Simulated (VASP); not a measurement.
**Mg2ZnS3: single point with PBE**

Crystal: Mg2ZnS3.

```
Mg Zn S
1.0
     6.43705    0.00000    0.00000
    -3.21853    5.57465    0.00000
     0.00000    0.00000    3.57523
Mg Zn S
2 1 3
Direct
  0.33333 0.66667 0.00000
  0.66667 0.33333 0.00000
  0.00000 0.00000 0.00000
  0.50000 0.00000 0.50000
  0.00000 0.50000 0.50000
  0.50000 0.50000 0.50000
```

```
Program             : VASP 6.6.1
Task                : single point
Functional          : PBE
Potentials or basis : VASP PAW PBE potentials, release 64 (Mg, Zn, S)
Cutoff              : 520 eV
k mesh              : 3 × 3 × 6
Occupations         : gaussian, width 0.1 eV
Spin                : no spin polarisation
```

```json
{
  "Pressure": "-0.4 GPa",
  "Band gap on the k mesh": "zero (band 17 reaches 2.72 eV, above the bottom of band 18 at 2.02 eV)"
}
```

Stress tensor (GPa, compression positive):
```
-0.50  0.00  0.00
 0.00 -0.50  0.00
 0.00  0.00 -0.20
```

Levels at points of the mesh, in eV from the Fermi level:
```
           k point  band 13  band 14  band 15  band 16  band 17  band 18  band 19  band 20  band 21  band 22
(0.00, 0.00, 0.00)    -1.83    -0.74    -0.74    -0.11    -0.11     0.05     3.21     5.39     5.39     5.42
(0.00, 0.00, 0.50)    -2.65    -2.65     0.27     0.30     0.30     0.41     1.52     2.29     2.45     2.45
```

Run time: 41 s on 1 thread of Intel(R) Xeon(R) Platinum 8259CL CPU @ 2.50GHz (Skylake/Cascade Lake), on a shared host, peak memory 0.25 GiB.

Caveat: the k points lie up to 0.38 Å⁻¹ apart.
